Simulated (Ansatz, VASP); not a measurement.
## Two plane-wave programs on MgO2

File POSCAR:

```
MgO2
1.0
    1.6047610160      0.9265092046      3.4939788749
   -1.6047610160      0.9265092046      3.4939788749
    0.0000000000     -1.8530184092      3.4939788749
Mg O
1 2
Direct
    0.0000000000      0.0000000000      0.0000000000
    0.4287860000      0.4287860000      0.4287860000
    0.5712140000      0.5712140000      0.5712140000
```

INCAR.step1

```
PREC = Accurate ; ENCUT = 660
ISMEAR = 0 ; SIGMA = 0.1
LREAL = False ; LASPH = True
NELM = 120 ; NBANDS = 18
GGA = PE ; ALGO = Normal
EDIFF = 1E-5 ; LWAVE = True
LCHARG = False ; GGA_COMPAT = False
```

Contents of INCAR.step2:

```
PREC = Accurate ; ENCUT = 660
EDIFF = 1E-6 ; ISMEAR = 0
SIGMA = 0.1 ; LREAL = False
LASPH = True ; NELM = 120
ALGO = Normal ; ISIF = 2
LWAVE = False ; LCHARG = False
METAGGA = R2SCAN ; LMIXTAU = True
NBANDS = 18 ; ISTART = 1
GGA_COMPAT = False
```

The input KPOINTS:

```
Automatic mesh
0
Gamma
  6 6 6
```

Input for Ansatz:

```yaml
crystal:
  lattice:
    - [1.604761016, 0.9265092046, 3.4939788749]
    - [-1.604761016, 0.9265092046, 3.4939788749]
    - [0.0, -1.8530184092, 3.4939788749]
  atoms:
    - { symbol: Mg, position: [0.0, 0.0, 0.0] }
    - { symbol: O, position: [0.428786, 0.428786, 0.428786] }
    - { symbol: O, position: [0.571214, 0.571214, 0.571214] }
basis:
  ecutwfc: 500
kpoints:
  mp_grid: { grid: [6, 6, 6] }
hamiltonian:
  xc: r2scan
scf:
  occupations: { method: gaussian, width: 0.1 }
output:
  forces: true
  stress: true
  eigenvalues: true
```

Alike in both runs: task single point; functional r2SCAN; k mesh 6 × 6 × 6; occupations gaussian, width 0.1 eV; no spin polarisation.

```csv
,VASP,Ansatz
version,VASP 6.6.1,Ansatz 0.2.0
potentials or method,"VASP PAW PBE potentials, release 64 (Mg_sv, O), cutoff 660 eV","scalar-relativistic, plane waves, PAW"
valence electrons in the cell,22,22
```

```csv
,VASP,Ansatz,Ansatz less VASP
gap on the k mesh at the Fermi level (eV),2.93,2.95,+0.016
least direct gap on the mesh (eV),2.93,2.95,+0.016
pressure (GPa),-5.3,-5.4,-0.09
"traceless stress, the component that is largest in VASP (GPa)",-0.10,-1.14,-1.038
rms of the force components (eV/Å),0.013,0.102,+0.0889
```

VASP's potentials were made for PBE, not for r2SCAN. Atom by atom the forces differ by 0.089 eV/Å (rms over components). With one functional, cell and mesh, what is left measures potentials, basis and numerics.
